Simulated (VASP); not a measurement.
# CuAu (P2_13) in VASP: notebook

Runs on CuAu. Level: PBE. Tasks: single point.

Everything below comes from runs of VASP 6.6.1. Logs are shortened: lines on timing, memory, paths and dates and some standing lists are left out, and cuts for length are marked.

### 1 The cell of the first run

It takes space group P2_13 (No. 198, cubic). The conventional cell has a = 4.869 Å, b = 4.869 Å, c = 4.869 Å, α = 90.00°, β = 90.00°, γ = 90.00°. Within 3.2 Å of Cu (site symmetry 3) lie 7 Au at 2.44 to 2.74 Å and 6 Cu at 2.98 Å. Within 3.2 Å of Au (site symmetry 3) lie 7 Cu at 2.44 to 2.74 Å and 6 Au at 3.01 Å.

### 2 Single point, PBE

INCAR reads:

```
PREC = Accurate
ENCUT = 520
EDIFF = 1E-6
ISMEAR = 0
SIGMA = 0.1
LREAL = F
LASPH = T
NELM = 80
ALGO = Normal
ISIF = 2
LWAVE = F
LCHARG = F
GGA = PE
NBANDS = 54
```

KPOINTS reads:

```
Automatic mesh
0
Gamma
  4 4 4
```

POSCAR reads:

```
CuAu
1.0
    4.8690730501      0.0000000000      0.0000000000
    0.0000000000      4.8690730501      0.0000000000
    0.0000000000      0.0000000000      4.8690730501
Cu Au
4 4
Direct
    0.1340000000      0.1340000000      0.1340000000
    0.3660000000      0.8660000000      0.6340000000
    0.6340000000      0.3660000000      0.8660000000
    0.8660000000      0.6340000000      0.3660000000
    0.8445000000      0.8445000000      0.8445000000
    0.6555000000      0.1555000000      0.3445000000
    0.3445000000      0.6555000000      0.1555000000
    0.1555000000      0.3445000000      0.6555000000
```

Potentials or basis: VASP PAW PBE potentials, release 64 (Cu, Au).

Started as:

```sh
$ cat potpaw_PBE.64/Cu/POTCAR potpaw_PBE.64/Au/POTCAR > POTCAR
$ mpirun -np 1 vasp_std > vasp.out
```

OUTCAR:

```text
PREC = Accurate
   ENCUT = 520
   EDIFF = 1E-6
   ISMEAR = 0
   LREAL = F
   LASPH = T
   NELM = 80
   ISIF = 2
   GGA = PE

 ion  position               nearest neighbor table
   1  0.134  0.134  0.134-   5 2.44   6 2.55   7 2.55   8 2.55   7 2.74   8 2.74   6 2.74
   2  0.366  0.866  0.634-   6 2.44   5 2.55   7 2.55   8 2.55   7 2.74   8 2.74   5 2.74
   3  0.634  0.366  0.866-   7 2.44   6 2.55   5 2.55   8 2.55   8 2.74   6 2.74   5 2.74
   4  0.866  0.634  0.366-   8 2.44   6 2.55   7 2.55   5 2.55   6 2.74   5 2.74   7 2.74
   5  0.844  0.844  0.844-   1 2.44   2 2.55   3 2.55   4 2.55   3 2.74   4 2.74   2 2.74   6 3.01
                             7 3.01   8 3.01   6 3.01   8 3.01   7 3.01
   6  0.656  0.156  0.344-   2 2.44   1 2.55   3 2.55   4 2.55   3 2.74   4 2.74   1 2.74   8 3.01
                             5 3.01   5 3.01   7 3.01   7 3.01   8 3.01
   7  0.344  0.656  0.156-   3 2.44   2 2.55   1 2.55   4 2.55   4 2.74   2 2.74   1 2.74   8 3.01
                             5 3.01   8 3.01   6 3.01   6 3.01   5 3.01
   8  0.156  0.344  0.656-   4 2.44   2 2.55   3 2.55   1 2.55   2 2.74   1 2.74   3 2.74   7 3.01
                             5 3.01   7 3.01   5 3.01   6 3.01   6 3.01

  LATTYP: Found a simple cubic cell.
 ALAT       =     4.8690730501

  Lattice vectors:

 A1 = (   4.8690730501,   0.0000000000,   0.0000000000)
 A2 = (   0.0000000000,   4.8690730501,   0.0000000000)
 A3 = (   0.0000000000,   0.0000000000,   4.8690730501)

Analysis of symmetry for initial positions (statically):
=====================================================================
 Subroutine PRICEL returns:
 Original cell was already a primitive cell.

 Routine SETGRP: Setting up the symmetry group for a
 simple cubic supercell.

 Subroutine GETGRP returns: Found 12 space group operations
 (whereof  3 operations were pure point group operations)
 out of a pool of 48 trial point group operations.

The static configuration has the point symmetry C_3 .
 The point group associated with its full space group is T   .

Analysis of symmetry for dynamics (positions and initial velocities):
=====================================================================
 Subroutine PRICEL returns:
 Original cell was already a primitive cell.

 Routine SETGRP: Setting up the symmetry group for a
 simple cubic supercell.

 Subroutine GETGRP returns: Found 12 space group operations
 (whereof  3 operations were pure point group operations)
 out of a pool of 48 trial point group operations.

The dynamic configuration has the point symmetry C_3 .
 The point group associated with its full space group is T   .

 Subroutine INISYM returns: Found 12 space group operations
 (whereof  3 operations are pure point group operations),
 and found     1 'primitive' translations

----------------------------------------------------------------------------------------

                                     Primitive cell

  volume of cell :     115.4354

  direct lattice vectors                    reciprocal lattice vectors
     4.869073050  0.000000000  0.000000000     0.205377900  0.000000000  0.000000000
     0.000000000  4.869073050  0.000000000     0.000000000  0.205377900  0.000000000
     0.000000000  0.000000000  4.869073050     0.000000000  0.000000000  0.205377900

  length of vectors
     4.869073050  4.869073050  4.869073050     0.205377900  0.205377900  0.205377900

  position of ions in fractional coordinates (direct lattice)
     0.134000000  0.134000000  0.134000000
     0.366000000  0.866000000  0.634000000
     0.634000000  0.366000000  0.866000000
     0.866000000  0.634000000  0.366000000
     0.844500000  0.844500000  0.844500000
     0.655500000  0.155500000  0.344500000
     0.344500000  0.655500000  0.155500000
     0.155500000  0.344500000  0.655500000

  ion indices of the primitive-cell ions
   primitive index   ion index
                 1           1
                 2           2
                 3           3
                 4           4
                 5           5
                 6           6
                 7           7
                 8           8

----------------------------------------------------------------------------------------

 KPOINTS: Automatic mesh

Automatic generation of k-mesh.
 Grid dimensions read from file:
 generate k-points for:    4    4    4

 Generating k-lattice:

  Cartesian coordinates                     Fractional coordinates (reciprocal lattice)
     0.051344475  0.000000000  0.000000000     0.250000000  0.000000000  0.000000000
     0.000000000  0.051344475  0.000000000     0.000000000  0.250000000  0.000000000
     0.000000000  0.000000000  0.051344475     0.000000000  0.000000000  0.250000000

  Length of vectors
     0.051344475  0.051344475  0.051344475

  Shift w.r.t. Gamma in fractional coordinates (k-lattice)
     0.000000000  0.000000000  0.000000000

 Subroutine IBZKPT returns following result:
 ===========================================

 Found     11 irreducible k-points:

 Following reciprocal coordinates:
            Coordinates               Weight
  0.000000  0.000000  0.000000      1.000000
  0.250000  0.000000  0.000000      6.000000
  0.500000  0.000000  0.000000      3.000000
  0.250000  0.250000  0.000000     12.000000
  0.500000  0.250000  0.000000      6.000000
 -0.250000  0.500000  0.000000      6.000000
  0.500000  0.500000  0.000000      3.000000
  0.250000  0.250000  0.250000      8.000000
  0.500000  0.250000  0.250000     12.000000
  0.500000  0.500000  0.250000      6.000000
  0.500000  0.500000  0.500000      1.000000
   k-points           NKPTS =     11   k-points in BZ     NKDIM =     11   number of bands    NBANDS=     54
   number of dos      NEDOS =    301   number of ions     NIONS =      8
   total plane-waves  NPLWV =  46656
   dimension x,y,z NGX =    36 NGY =   36 NGZ =   36
   dimension x,y,z NGXF=    72 NGYF=   72 NGZF=   72
   ions per type =               4   4
   NGX,Y,Z   is equivalent  to a cutoff of  12.29, 12.29, 12.29 a.u.
   NGXF,Y,Z  is equivalent  to a cutoff of  24.58, 24.58, 24.58 a.u.
 SYSTEM =  unknown system
   PREC   = accura    normal or accurate (medium, high low for compatibility)
   ISTART =      0    job   : 0-new  1-cont  2-samecut
   ICHARG =      2    charge: 1-file 2-atom 10-const
   ISPIN  =      1    spin polarized calculation?
   LNONCOLLINEAR =      F non collinear calculations
   LSORBIT =      F    spin-orbit coupling
   LASPH  =      T    aspherical Exc in radial PAW
   ENCUT  =  520.0 eV  38.22 Ry    6.18 a.u.   9.05  9.05  9.05*2*pi/ulx,y,z
   NELM   =     80;   NELMIN=  2; NELMDL= -5     # of ELM steps
   EDIFF  = 0.1E-05   stopping-criterion for ELM
   LREAL  =      F    real-space projection
   EDIFFG = 0.1E-04   stopping-criterion for IOM
   NSW    =      0    number of steps for IOM
   IBRION =     -1    ionic relax: 0-MD 1-quasi-New 2-CG
   NFREE  =      0    steps in history (QN), initial steepest desc. (CG)
   ISIF   =      2    stress and relaxation
   ISYM   =      2    0-nonsym 1-usesym 2-fastsym
   POTIM  = 0.5000    time-step for ionic-motion
   TEBEG  =    0.0;   TEEND  =   0.0 temperature during run
   PSTRESS=    0.0 pullay stress
   NELECT =      88.0000    total number of electrons
   NUPDOWN=      -1.0000    fix difference up-down
   EMIN   =  10.00;   EMAX   =-10.00  energy-range for DOS
   EFERMI =   0.00;   METHOD = LEGACY
   ISMEAR =     0;   SIGMA  =   0.10  broadening in eV -4-tet -1-fermi 0-gaus
   EFERMI_NEDOS =   21; number of points for ismear=-14 and -15
   IALGO  =     38    algorithm
   IMIX   =      4    mixing-type and parameters
     AMIX     =   0.40;   BMIX     =  1.00
     AMIX_MAG =   1.60;   BMIX_MAG =  1.00
  volume/ion in A,a.u.               =      14.43        97.37
  Fermi-wavevector in a.u.,A,eV,Ry     =   1.495510  2.826105 30.430128  2.236551
  Thomas-Fermi vector in A             =   2.607646
   LORBIT       =      0    0 simple, 1 ext, 2 COOP (PROOUT), +10 PAW based schemes
   GGA     = PE    functional components
   LHFCALC =     F    Hartree Fock is set to
   AEXX    =    0.0000 exact exchange contribution
   IVDW    =     0    specifies the selected vdW correction
   LEPSILON=     F    determine dielectric tensor
   LRPA    =     F    only Hartree local field effects (RPA)
 non-spin polarized calculation
 Gauss-broadening in eV      SIGMA  =   0.10
  energy-cutoff  :      520.00
  volume of cell :      115.44
 maximum number of plane-waves:      3136
   NGX = 19   NGY = 19   NGZ = 19

 number of electron      88.0000009 magnetization

 Free energy of the ion-electron system (eV)
  ---------------------------------------------------
  ext. energy  EPLUGINS =         0.00000000
  ---------------------------------------------------
  free energy    TOTEN  =       -27.05054607 eV

  energy without entropy =      -27.03694255  energy(sigma->0) =      -27.04374431

 E-fermi :   8.7417     XC(G=0): -12.6823

 val. band max:        8.7363844191   @ k =   0.5000   0.0000   0.0000
 cond. band min:       8.7680799073   @ k =   0.2500   0.0000   0.0000
 fundamental gap:      0.0316954882
 Fermi energy:         8.7417433161

 k-point     1 :       0.0000    0.0000    0.0000
  band No.  band energies     occupation
      1      -0.9697      2.00000
      2       2.4079      2.00000
      3       2.4079      2.00000
      4       2.4079      2.00000
      5       3.0129      2.00000
      6       3.0129      2.00000
[... 46 lines left out ...]
     53      15.9065      0.00000
     54      15.9067      0.00000

 k-point     2 :       0.2500    0.0000    0.0000
  band No.  band energies     occupation
      1      -0.5067      2.00000
      2       2.0770      2.00000
      3       2.2606      2.00000
      4       2.5535      2.00000
      5       2.7934      2.00000
      6       2.8077      2.00000
[... 46 lines left out ...]
     53      16.2881      0.00000
     54      16.3425      0.00000
[... 454 lines left out ...]
     53      18.4473      0.00000
     54      18.4474      0.00000

 k-point    11 :       0.5000    0.5000    0.5000
  band No.  band energies     occupation
      1       2.1181      2.00000
      2       2.1181      2.00000
      3       2.1181      2.00000
      4       2.1181      2.00000
      5       2.9426      2.00000
      6       2.9426      2.00000
[... 46 lines left out ...]
     53      19.3301      0.00000
     54      19.3301      0.00000

------------------------ aborting loop because EDIFF is reached ----------------------------------------

  FORCE on cell =-STRESS in cart. coord.  units (eV):
  Direction    XX          YY          ZZ          XY          YZ          ZX
  --------------------------------------------------------------------------------------
  -------------------------------------------------------------------------------------
  Total        9.3993719      9.3993719      9.3993719     -0.0000000      0.0000000      0.0000000
  in kB      130.4579479    130.4579479    130.4579479     -0.0000000      0.0000000      0.0000000
  external PRESSURE =     130.4579479 kB  Pullay stress =       0.0000000 kB

 VOLUME and BASIS-vectors are now :
 -----------------------------------------------------------------------------
  energy-cutoff  :      520.00
  volume of cell :      115.44
      direct lattice vectors                 reciprocal lattice vectors
     4.869073050  0.000000000  0.000000000     0.205377900  0.000000000  0.000000000
     0.000000000  4.869073050  0.000000000     0.000000000  0.205377900  0.000000000
     0.000000000  0.000000000  4.869073050     0.000000000  0.000000000  0.205377900

 POSITION                                       TOTAL-FORCE (eV/Angst)
 -----------------------------------------------------------------------------------
      0.65246      0.65246      0.65246         0.908856      0.908856      0.908856
      1.78208      4.21662      3.08699        -0.908856     -0.908856      0.908856
      3.08699      1.78208      4.21662         0.908856     -0.908856     -0.908856
      4.21662      3.08699      1.78208        -0.908856      0.908856     -0.908856
      4.11193      4.11193      4.11193        -0.026079     -0.026079     -0.026079
      3.19168      0.75714      1.67740         0.026079      0.026079     -0.026079
      1.67740      3.19168      0.75714        -0.026079      0.026079      0.026079
      0.75714      1.67740      3.19168         0.026079     -0.026079      0.026079
 -----------------------------------------------------------------------------------
    total drift:                               -0.000000     -0.000001      0.000000

  FREE ENERGIE OF THE ION-ELECTRON SYSTEM (eV)
  ---------------------------------------------------
  free  energy   TOTEN  =       -27.0505460663 eV

  energy  without entropy=      -27.0369425515  energy(sigma->0) =      -27.04374431
```

It took 83 s on 1 thread of Intel Xeon 6975P-C, shared host; peak memory 0.23 GiB.

Results:

- Free energy: -27.0505 eV
- Pressure: 13.0 GPa
- Largest force: 1.574 eV/Å
- Band gap on the k mesh: zero (band 44 reaches 9.29 eV, above the bottom of band 45 at 8.17 eV)

Forces on the atoms (eV/Å):
```
Cu   0.909  0.909  0.909
Cu  -0.909 -0.909  0.909
Cu   0.909 -0.909 -0.909
Cu  -0.909  0.909 -0.909
Au  -0.026 -0.026 -0.026
Au   0.026  0.026 -0.026
Au  -0.026  0.026  0.026
Au   0.026 -0.026  0.026
```

Levels at points of the mesh, in eV from the Fermi level:
```tsv
k point	band 40	band 41	band 42	band 43	band 44	band 45	band 46	band 47	band 48	band 49
(0.00, 0.00, 0.00)	-1.60	-1.60	0.11	0.11	0.11	0.96	0.96	0.96	6.75	6.75
(0.50, 0.00, 0.00)	-1.56	-1.50	-1.50	-0.01	-0.01	1.82	1.82	2.33	2.33	3.95
(0.50, 0.50, 0.00)	-1.62	-1.44	-1.44	-1.44	-1.44	2.37	2.37	2.69	2.69	4.68
(0.50, 0.50, 0.50)	-1.66	-0.99	-0.99	-0.99	-0.99	-0.57	-0.57	-0.57	-0.57	9.94
```

Caveat: spin-orbit coupling is left out, which moves the levels of the heavy elements; forces of over 1 eV/Å act on the atoms, so gaps and moduli don't describe the material at rest.

### 3 Single point, PBE

This run uses another cell than the first one, of 15.44 Å³/atom, 1.070 times its volume.

INCAR reads:

```
SYSTEM = CuAu
PREC = Accurate ; ENCUT = 520
EDIFF = 1E-6 ; ISMEAR = 0
SIGMA = 0.1 ; LREAL = .False.
LASPH = .True. ; NELM = 60
ALGO = Normal ; ISIF = 2
LWAVE = .False. ; LCHARG = .False.
GGA = PE ; NBANDS = 54
```

KPOINTS reads:

```
Automatic mesh
0
Gamma
  4 4 4
  0 0 0
```

POSCAR reads:

```
CuAu
1.0
    4.9802420642      0.0000000000      0.0000000000
    0.0000000000      4.9802420642      0.0000000000
    0.0000000000      0.0000000000      4.9802420642
Cu Au
4 4
Direct
    0.1540251842      0.1540251842      0.1540251842
    0.3459748158      0.8459748158      0.6540251842
    0.6540251842      0.3459748158      0.8459748158
    0.8459748158      0.6540251842      0.3459748158
    0.8452363277      0.8452363277      0.8452363277
    0.6547636723      0.1547636723      0.3452363277
    0.3452363277      0.6547636723      0.1547636723
    0.1547636723      0.3452363277      0.6547636723
```

Potentials or basis: VASP PAW PBE potentials, release 64 (Cu, Au).

Started as:

```sh
$ cat potpaw_PBE.64/Cu/POTCAR potpaw_PBE.64/Au/POTCAR > POTCAR
$ mpirun -np 1 vasp_std > vasp.out
```

Run time: 2 min. Hardware: 1 thread of Intel Xeon 6975P-C, shared host; peak memory 0.27 GiB.

Results (log left out):

```yaml
Free_energy: -27.8260 eV
Pressure: 0.0 GPa
Largest_force: 0.008 eV/Å
Band_gap_on_the_k_mesh: zero (band 44 reaches 8.31 eV, above the bottom of band 45 at 7.15 eV)
```

Forces on the atoms (eV/Å):
```
Cu   0.003  0.003  0.003
Cu  -0.003 -0.003  0.003
Cu   0.003 -0.003 -0.003
Cu  -0.003  0.003 -0.003
Au   0.005  0.005  0.005
Au  -0.005 -0.005  0.005
Au   0.005 -0.005 -0.005
Au  -0.005  0.005 -0.005
```

Levels at points of the mesh, in eV from the Fermi level:
| k point | band 42 | band 43 | band 44 | band 45 | band 46 | band 47 |
| --- | --- | --- | --- | --- | --- | --- |
| (0.00, 0.00, 0.00) | 0.02 | 0.02 | 0.02 | 1.12 | 1.12 | 1.12 |
| (0.50, 0.00, 0.00) | -1.45 | 0.16 | 0.16 | 1.72 | 1.72 | 2.20 |
| (0.50, 0.50, 0.00) | -1.42 | -1.41 | -1.41 | 2.30 | 2.30 | 2.73 |
| (0.50, 0.50, 0.50) | -1.00 | -1.00 | -1.00 | -0.61 | -0.61 | -0.61 |

Caveat: spin-orbit coupling is left out, which moves the levels of the heavy elements.
